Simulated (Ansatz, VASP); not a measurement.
## Two plane-wave programs on BiTe

INCAR

```
SYSTEM = BiTe
PREC     = Accurate       ! precision mode
ENCUT    = 520            ! plane-wave cutoff, eV
EDIFF    = 1E-6           ! SCF threshold, eV
ISMEAR   = 0              ! smearing method
SIGMA    = 0.1            ! smearing width, eV
LREAL    = .FALSE.        ! projectors in reciprocal space
LASPH    = .TRUE.         ! aspherical terms in the spheres
NELM     = 60             ! most SCF steps
ALGO     = Fast           ! electronic algorithm
ISIF     = 2              ! what is computed and relaxed
LWAVE    = .FALSE.        ! write WAVECAR
LCHARG   = .FALSE.        ! write CHGCAR
GGA      = PS             ! functional
NBANDS   = 29             ! bands
```

KPOINTS

```
regular mesh
0
G
  12 12 8
  0 0 0
```

Contents of POSCAR:

```
BiTe
1.0
    3.2451111369      3.2451111369      0.0000000000
   -3.2451111369      3.2451111369      0.0000000000
    0.0000000000      0.0000000000      6.4902222738
Bi Te
2 2
Direct
    0.0000000000      0.0000000000      0.0000000000
    0.5000000000      0.5000000000      0.5000000000
    0.5000000000      0.5000000000      0.0000000000
    0.0000000000      0.0000000000      0.5000000000
```

Input for Ansatz:

```yaml
crystal:
  lattice:
    - [3.2451111369, 3.2451111369, 0.0]
    - [-3.2451111369, 3.2451111369, 0.0]
    - [0.0, 0.0, 6.4902222738]
  atoms:
    - { symbol: Bi, position: [0.0, 0.0, 0.0] }
    - { symbol: Bi, position: [0.5, 0.5, 0.5] }
    - { symbol: Te, position: [0.5, 0.5, 0.0] }
    - { symbol: Te, position: [0.0, 0.0, 0.5] }
basis:
  ecutwfc: 420
kpoints:
  mp_grid: { grid: [12, 12, 8] }
hamiltonian:
  xc: pbesol
scf:
  occupations: { method: gaussian, width: 0.1 }
output:
  forces: true
  stress: true
  eigenvalues: true
```

Change from the starting cell: equal strain along all axes, cell held, atoms relaxed: +1.5 %.

Alike in both runs: task single point; functional PBEsol; k mesh 12 × 12 × 8; occupations gaussian, width 0.1 eV; no spin polarisation.

|  | VASP | Ansatz |
| --- | --- | --- |
| version | VASP 6.6.1 | Ansatz 0.2.0 |
| potentials or method | VASP PAW PBE potentials, release 64 (Bi_d, Te), cutoff 520 eV | scalar-relativistic, plane waves, PAW |
| valence electrons in the cell | 42 | 62 |

```csv
,VASP,Ansatz,Ansatz less VASP
gap on the k mesh at the Fermi level (eV),none,none,-
pressure (GPa),-2.2,-2.2,+0.02
```

VASP's potentials were made for PBE, not for PBEsol. A gap of «none» marks a metal or a gap that the smearing closes. VASP's potentials hold 42 valence electrons a cell and Ansatz's 62, so a difference there can come from the potentials and not from the codes.

Spin-orbit coupling is off throughout.
